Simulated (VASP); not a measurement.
# Na (Cmmm) in VASP: single point with LDA

Aim: the single point of Na with LDA.

Everything below comes from runs of VASP 6.6.1. Logs are shortened: lines on timing, memory, paths and dates and some standing lists are left out, and cuts for length are marked.

## (1) The cell of the first run

It takes space group Cmmm (No. 65, orthorhombic). Conventional cell: a = 6.432 Å, b = 13.264 Å, c = 4.027 Å, α = 90.00°, β = 90.00°, γ = 90.00°. Na (site symmetry mmm) has 10 Na at 3.29 to 4.03 Å within 4.3 Å. Within 5.0 Å of Na (site symmetry mmm) lie 12 Na at 3.79 to 4.14 Å. Within 4.3 Å of Na (site symmetry m2m) lie 9 Na at 3.29 to 4.14 Å.

## (2) Single point, LDA

File INCAR:

```
SYSTEM = Na
PREC = Accurate
ENCUT = 520
EDIFF = 1E-6
ISMEAR = 1
SIGMA = 0.1
LREAL = .False.
LASPH = .True.
NELM = 60
ALGO = Normal
ISIF = 2
LWAVE = .False.
LCHARG = .True.
LELF = .True.
LVHAR = .True.
NBANDS = 22
```

File KPOINTS:

```
regular mesh
0
Gamma
  4 4 6
  0 0 0
```

File POSCAR:

```
Na
1.0
    3.2157930000     -6.6318660000      0.0000000000
    3.2157930000      6.6318660000      0.0000000000
    0.0000000000      0.0000000000      4.0273770000
Na
4
Direct
    0.5000000000      0.5000000000      0.0000000000
    0.0000000000      0.0000000000      0.5000000000
    0.6964060000      0.3035940000      0.5000000000
    0.3035940000      0.6964060000      0.5000000000
```

Potentials or basis: VASP PAW LDA potentials, release 64 (Na_pv).

The run is started by

```sh
$ cat potpaw_LDA.64/Na_pv/POTCAR > POTCAR
$ mpirun -np 1 vasp_std > vasp.out
```

OUTCAR:

```text
SYSTEM = Na
   PREC = Accurate
   ENCUT = 520
   EDIFF = 1E-6
   ISMEAR = 1
   LREAL = .False.
   LASPH = .True.
   NELM = 60
   ISIF = 2

 ion  position               nearest neighbor table
   1  0.500  0.500  0.000-
   2  0.000  0.000  0.500-
   3  0.696  0.304  0.500-
   4  0.304  0.696  0.500-

  LATTYP: Found a base centered orthorhombic cell.
 ALAT       =     6.4315860000
 B/A-ratio  =     2.0622801281
 C/A-ratio  =     0.6261872266

  Lattice vectors:

 A1 = (   3.2157930000,  -6.6318660000,   0.0000000000)
 A2 = (   3.2157930000,   6.6318660000,   0.0000000000)
 A3 = (   0.0000000000,   0.0000000000,   4.0273770000)

Analysis of symmetry for initial positions (statically):
=====================================================================
 Subroutine PRICEL returns:
 Original cell was already a primitive cell.

 Routine SETGRP: Setting up the symmetry group for a
 base centered orthorhombic supercell.

 Subroutine GETGRP returns: Found  8 space group operations
 (whereof  8 operations were pure point group operations)
 out of a pool of  8 trial point group operations.

The static configuration has the point symmetry D_2h.

Analysis of symmetry for dynamics (positions and initial velocities):
=====================================================================
 Subroutine PRICEL returns:
 Original cell was already a primitive cell.

 Routine SETGRP: Setting up the symmetry group for a
 base centered orthorhombic supercell.

 Subroutine GETGRP returns: Found  8 space group operations
 (whereof  8 operations were pure point group operations)
 out of a pool of  8 trial point group operations.

The dynamic configuration has the point symmetry D_2h.

 Subroutine INISYM returns: Found  8 space group operations
 (whereof  8 operations are pure point group operations),
 and found     1 'primitive' translations

----------------------------------------------------------------------------------------

                                     Primitive cell

  volume of cell :     171.7814

  direct lattice vectors                    reciprocal lattice vectors
     3.215793000 -6.631866000  0.000000000     0.155482645 -0.075393562  0.000000000
     3.215793000  6.631866000  0.000000000     0.155482645  0.075393562  0.000000000
     0.000000000  0.000000000  4.027377000     0.000000000  0.000000000  0.248300569

  length of vectors
     7.370411879  7.370411879  4.027377000     0.172797691  0.172797691  0.248300569

  position of ions in fractional coordinates (direct lattice)
     0.500000000  0.500000000  0.000000000
     0.000000000  0.000000000  0.500000000
     0.696406000  0.303594000  0.500000000
     0.303594000  0.696406000  0.500000000

  ion indices of the primitive-cell ions
   primitive index   ion index
                 1           1
                 2           2
                 3           3
                 4           4

----------------------------------------------------------------------------------------

 KPOINTS: regular mesh

Automatic generation of k-mesh.
 Grid dimensions read from file:
 generate k-points for:    4    4    6

 Generating k-lattice:

  Cartesian coordinates                     Fractional coordinates (reciprocal lattice)
     0.038870661 -0.018848390  0.000000000     0.250000000  0.000000000  0.000000000
     0.038870661  0.018848390  0.000000000     0.000000000  0.250000000  0.000000000
     0.000000000  0.000000000  0.041383428     0.000000000  0.000000000  0.166666667

  Length of vectors
     0.043199423  0.043199423  0.041383428

  Shift w.r.t. Gamma in fractional coordinates (k-lattice)
     0.000000000  0.000000000  0.000000000

 Subroutine IBZKPT returns following result:
 ===========================================

 Found     28 irreducible k-points:

 Following reciprocal coordinates:
            Coordinates               Weight
  0.000000  0.000000  0.000000      1.000000
  0.250000  0.000000  0.000000      4.000000
  0.500000  0.000000  0.000000      2.000000
  0.250000  0.250000  0.000000      2.000000
  0.500000  0.250000  0.000000      4.000000
 -0.250000  0.250000  0.000000      2.000000
[... 16 lines left out ...]
  0.250000  0.000000  0.500000      4.000000
  0.500000  0.000000  0.500000      2.000000
 [... further k-points ...]
   k-points           NKPTS =     28   k-points in BZ     NKDIM =     28   number of bands    NBANDS=     22
   number of dos      NEDOS =    301   number of ions     NIONS =      4
   total plane-waves  NPLWV =  94080
   dimension x,y,z NGX =    56 NGY =   56 NGZ =   30
   dimension x,y,z NGXF=   112 NGYF=  112 NGZF=   60
   ions per type =               4
   NGX,Y,Z   is equivalent  to a cutoff of  12.63, 12.63, 12.38 a.u.
   NGXF,Y,Z  is equivalent  to a cutoff of  25.26, 25.26, 24.77 a.u.
 SYSTEM =  Na
   PREC   = accura    normal or accurate (medium, high low for compatibility)
   ISTART =      0    job   : 0-new  1-cont  2-samecut
   ICHARG =      2    charge: 1-file 2-atom 10-const
   ISPIN  =      1    spin polarized calculation?
   LNONCOLLINEAR =      F non collinear calculations
   LSORBIT =      F    spin-orbit coupling
   LASPH  =      T    aspherical Exc in radial PAW
   ENCUT  =  520.0 eV  38.22 Ry    6.18 a.u.  13.70 13.70  7.49*2*pi/ulx,y,z
   NELM   =     60;   NELMIN=  2; NELMDL= -5     # of ELM steps
   EDIFF  = 0.1E-05   stopping-criterion for ELM
   LREAL  =      F    real-space projection
   EDIFFG = 0.1E-04   stopping-criterion for IOM
   NSW    =      0    number of steps for IOM
   IBRION =     -1    ionic relax: 0-MD 1-quasi-New 2-CG
   NFREE  =      0    steps in history (QN), initial steepest desc. (CG)
   ISIF   =      2    stress and relaxation
   ISYM   =      2    0-nonsym 1-usesym 2-fastsym
   POTIM  = 0.5000    time-step for ionic-motion
   TEBEG  =    0.0;   TEEND  =   0.0 temperature during run
   PSTRESS=    0.0 pullay stress
   NELECT =      28.0000    total number of electrons
   NUPDOWN=      -1.0000    fix difference up-down
   EMIN   =  10.00;   EMAX   =-10.00  energy-range for DOS
   EFERMI =   0.00;   METHOD = LEGACY
   ISMEAR =     1;   SIGMA  =   0.10  broadening in eV -4-tet -1-fermi 0-gaus
   EFERMI_NEDOS =   21; number of points for ismear=-14 and -15
   IALGO  =     38    algorithm
   IMIX   =      4    mixing-type and parameters
     AMIX     =   0.40;   BMIX     =  1.00
     AMIX_MAG =   1.60;   BMIX_MAG =  1.00
  volume/ion in A,a.u.               =      42.95       289.81
  Fermi-wavevector in a.u.,A,eV,Ry     =   0.894270  1.689926 10.880842  0.799719
  Thomas-Fermi vector in A             =   2.016454
   LORBIT       =      0    0 simple, 1 ext, 2 COOP (PROOUT), +10 PAW based schemes
   GGA     = CA    functional components
   LHFCALC =     F    Hartree Fock is set to
   AEXX    =    0.0000 exact exchange contribution
   IVDW    =     0    specifies the selected vdW correction
   LEPSILON=     F    determine dielectric tensor
   LRPA    =     F    only Hartree local field effects (RPA)
 non-spin polarized calculation
 Methfessel and Paxton  Order N= 1 SIGMA  =   0.10
  energy-cutoff  :      520.00
  volume of cell :      171.78
 maximum number of plane-waves:      4653
 NGX is ok and might be reduce to    56
   NGX = 27   NGY = 27   NGZ = 15

 number of electron      27.9999990 magnetization

 Free energy of the ion-electron system (eV)
  ---------------------------------------------------
  ext. energy  EPLUGINS =         0.00000000
  ---------------------------------------------------
  free energy    TOTEN  =        -5.28282896 eV

  energy without entropy =       -5.28182433  energy(sigma->0) =       -5.28249408

 E-fermi :  -0.2464     XC(G=0):  -6.2936

 val. band max:       -0.2499150018   @ k =  -0.2500   0.2500   0.3333
 cond. band min:      -0.2020796110   @ k =   0.2500   0.2500   0.5000
 fundamental gap:      0.0478353908
 Fermi energy:        -0.2464209029

 k-point     1 :       0.0000    0.0000    0.0000
  band No.  band energies     occupation
      1     -25.4276      2.00000
      2     -25.4177      2.00000
      3     -25.4153      2.00000
      4     -25.4104      2.00000
      5     -25.4061      2.00000
      6     -25.3998      2.00000
[... 14 lines left out ...]
     21       5.6602      0.00000
     22       7.2585      0.00000

 k-point     2 :       0.2500    0.0000    0.0000
  band No.  band energies     occupation
      1     -25.4264      2.00000
      2     -25.4179      2.00000
      3     -25.4141      2.00000
      4     -25.4098      2.00000
      5     -25.4067      2.00000
      6     -25.4019      2.00000
[... 14 lines left out ...]
     21       5.8927      0.00000
     22       6.1226      0.00000

 k-point     3 :       0.5000    0.0000    0.0000
  band No.  band energies     occupation
      1     -25.4234      2.00000
      2     -25.4211      2.00000
      3     -25.4088      2.00000
      4     -25.4088      2.00000
      5     -25.4077      2.00000
      6     -25.4069      2.00000
[... 14 lines left out ...]
     21       6.3809      0.00000
     22       6.4191      0.00000

 k-point     4 :       0.2500    0.2500    0.0000
  band No.  band energies     occupation
      1     -25.4236      2.00000
      2     -25.4209      2.00000
      3     -25.4088      2.00000
      4     -25.4087      2.00000
      5     -25.4077      2.00000
      6     -25.4070      2.00000
[... 14 lines left out ...]
     21       5.5390      0.00000
     22       5.6791      0.00000

 k-point     5 :       0.5000    0.2500    0.0000
  band No.  band energies     occupation
      1     -25.4258      2.00000
      2     -25.4204      2.00000
      3     -25.4117      2.00000
      4     -25.4091      2.00000
      5     -25.4074      2.00000
      6     -25.4022      2.00000
[... 417 lines left out ...]
 k-point    22 :       0.0000    0.0000    0.5000
  band No.  band energies     occupation
      1     -25.4268      2.00000
      2     -25.4181      2.00000
      3     -25.4179      2.00000
      4     -25.4179      2.00000
      5     -25.4121      2.00000
      6     -25.3990      2.00000
[... 14 lines left out ...]
     21       3.3507      0.00000
     22       3.8492      0.00000

 k-point    23 :       0.2500    0.0000    0.5000
  band No.  band energies     occupation
      1     -25.4248      2.00000
      2     -25.4193      2.00000
      3     -25.4188      2.00000
      4     -25.4166      2.00000
      5     -25.4107      2.00000
      6     -25.4015      2.00000
[... 14 lines left out ...]
     21       3.4413      0.00000
     22       3.6965      0.00000

 k-point    24 :       0.5000    0.0000    0.5000
  band No.  band energies     occupation
      1     -25.4222      2.00000
      2     -25.4199      2.00000
      3     -25.4199      2.00000
      4     -25.4160      2.00000
      5     -25.4078      2.00000
      6     -25.4060      2.00000
[... 14 lines left out ...]
     21       4.8005      0.00000
     22       5.1144      0.00000

 [... further k-points ...]

------------------------ aborting loop because EDIFF is reached ----------------------------------------

  FORCE on cell =-STRESS in cart. coord.  units (eV):
  Direction    XX          YY          ZZ          XY          YZ          ZX
  --------------------------------------------------------------------------------------
  -------------------------------------------------------------------------------------
  Total       -1.1693976     -0.6051962     -0.8612424      0.0000000      0.0000000      0.0000000
  in kB      -10.9067828     -5.6445677     -8.0326694      0.0000000      0.0000000      0.0000000
  external PRESSURE =      -8.1946733 kB  Pullay stress =       0.0000000 kB

 VOLUME and BASIS-vectors are now :
 -----------------------------------------------------------------------------
  energy-cutoff  :      520.00
  volume of cell :      171.78
      direct lattice vectors                 reciprocal lattice vectors
     3.215793000 -6.631866000  0.000000000     0.155482645 -0.075393562  0.000000000
     3.215793000  6.631866000  0.000000000     0.155482645  0.075393562  0.000000000
     0.000000000  0.000000000  4.027377000     0.000000000  0.000000000  0.248300569

 POSITION                                       TOTAL-FORCE (eV/Angst)
 -----------------------------------------------------------------------------------
      3.21579      0.00000      0.00000        -0.000000      0.000000      0.000000
      0.00000      0.00000      2.01369         0.000000      0.000000      0.000000
      3.21579     -2.60508      2.01369         0.000000     -0.187180      0.000000
      3.21579      2.60508      2.01369         0.000000      0.187180     -0.000000
 -----------------------------------------------------------------------------------
    total drift:                                0.000000      0.000000      0.000000

  FREE ENERGIE OF THE ION-ELECTRON SYSTEM (eV)
  ---------------------------------------------------
  free  energy   TOTEN  =        -5.2828289570 eV

  energy  without entropy=       -5.2818243292  energy(sigma->0) =       -5.28249408
```

Wall time 2.3 min (1 thread of Intel Xeon 8259CL, shared host); peak memory 0.26 GiB.

Results:

```yaml
Free_energy: -5.2828 eV
Pressure: -0.8 GPa
Largest_force: 0.187 eV/Å
Band_gap_on_the_k_mesh: zero (bands 14 and 15 overlap by 2.17 eV)
```

Forces in eV/Å, atoms in the order of the input:
```
Na   0.000  0.000  0.000
Na   0.000  0.000  0.000
Na   0.000 -0.187  0.000
Na   0.000  0.187  0.000
```

Stress tensor (GPa, compression positive):
```
-1.09  0.00  0.00
 0.00 -0.56  0.00
 0.00  0.00 -0.80
```

Levels at points of the mesh, in eV from the Fermi level:
```
           k point  band 11  band 12  band 13  band 14  band 15  band 16  band 17  band 18
(0.00, 0.00, 0.00)   -24.99   -24.98    -2.98     0.37     0.50     1.23     1.51     1.62
(0.50, 0.00, 0.00)   -24.99   -24.98    -2.02    -1.64    -0.16    -0.01     3.04     3.33
(0.50, 0.50, 0.00)   -24.99   -24.98    -2.25    -1.95     0.57     0.85     3.63     3.73
(0.00, 0.00, 0.50)   -24.99   -24.99    -0.80    -0.46     2.45     2.48     2.52     2.88
(0.50, 0.00, 0.50)   -24.99   -24.99     0.12     0.47     0.53     0.77     1.90     2.00
(0.50, 0.50, 0.50)   -24.99   -24.99    -0.09     0.22     0.24     0.48     2.50     2.98
```

The gap in the log of VASP goes by the Fermi energy; the results here count the filled bands.